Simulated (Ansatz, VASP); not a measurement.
## I in VASP and in Ansatz

```xyz
4
Lattice="3.5785 -2.1594 0.0000 3.5785 2.1594 0.0000 0.0000 0.0000 9.5391" Properties=species:S:1:pos:R:3 pbc="T T T"
I     3.5785   -1.3883    1.1739
I     3.5785   -0.7711    5.9435
I     3.5785    1.3883    8.3653
I     3.5785    0.7711    3.5957
```

Alike in both runs: functional LDA; k mesh 9 × 9 × 4; occupations fermi-dirac, width 0.05 eV; no spin polarisation.

Ansatz relaxed the structure, and its values are those at the end. VASP's run is a single point on that final structure, the one shown.

|  | VASP | Ansatz |
| --- | --- | --- |
| version | VASP 6.6.1 | Ansatz 0.2.0 |
| potentials or method | VASP PAW LDA potentials, release 64 (I) | PAW with Ansatz's default frozen-core files, scalar-relativistic |
| plane-wave cutoff (eV) | 520 | 420 |
| valence electrons in the cell | 28 | 68 |

|  | VASP | Ansatz | Ansatz less VASP |
| --- | --- | --- | --- |
| pressure (GPa) | 0.0 | 0.0 | 0.00 |

LDA's correlation is that of Perdew and Zunger in VASP and of Perdew and Wang (1992) in Ansatz. VASP's potentials hold 28 valence electrons a cell and Ansatz's 68, so a difference there can come from the potentials and not from the codes.

Neither program's run includes spin-orbit coupling.
